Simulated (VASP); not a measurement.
# CaSe: single point with PBE

CaSe:

```
Ca Se
1.0
     0.00000    2.96753    2.82272
     2.96753    0.00000    2.82272
     2.96753    2.96753    0.00000
Ca Se
1 1
Cartesian
  0.0000 0.0000 0.0000
  2.9675 2.9675 2.8227
```

This cell differs from its parent crystal: uniaxial z strain -4.9%.

- Program: VASP 6.6.1
- Task: single point
- Functional: PBE
- Potentials or basis: VASP PAW PBE potentials, release 64 (Ca_sv, Se)
- Cutoff: 520 eV
- k mesh: 8 × 8 × 8
- Occupations: fermi-dirac, width 0.02 eV
- Spin: no spin polarisation

```yaml
Pressure: 3.9 GPa
Band_gap_on_the_k_mesh: 1.87 eV, indirect (least direct gap 2.80 eV)
```

Stress tensor (GPa, compression positive):
```
1.79 0.00 0.00
0.00 1.79 0.00
0.00 0.00 8.18
```

Levels at points of the mesh, in eV from the valence-band top:
```csv
k point,band 5,band 6,band 7,band 8,band 9,band 10,band 11,band 12
"(0.00, 0.00, 0.00)",-11.98,-0.04,-0.04,0.00,3.38,3.55,3.55,3.89
"(0.50, 0.00, 0.00)",-11.19,-3.47,-1.34,-1.32,4.54,5.50,5.61,5.65
"(0.50, 0.50, 0.00)",-11.32,-2.52,-1.13,-1.13,1.87,5.16,5.17,6.12
"(0.50, 0.00, 0.50)",-11.37,-2.71,-0.97,-0.89,1.91,4.91,5.38,6.06
```

Run time: 120 s on 1 thread of AMD EPYC 7R13, on a shared host, peak memory 0.17 GiB.

Caveat: the cell differs from its parent crystal (uniaxial z strain -4.9%). A k mesh can miss the band edges.
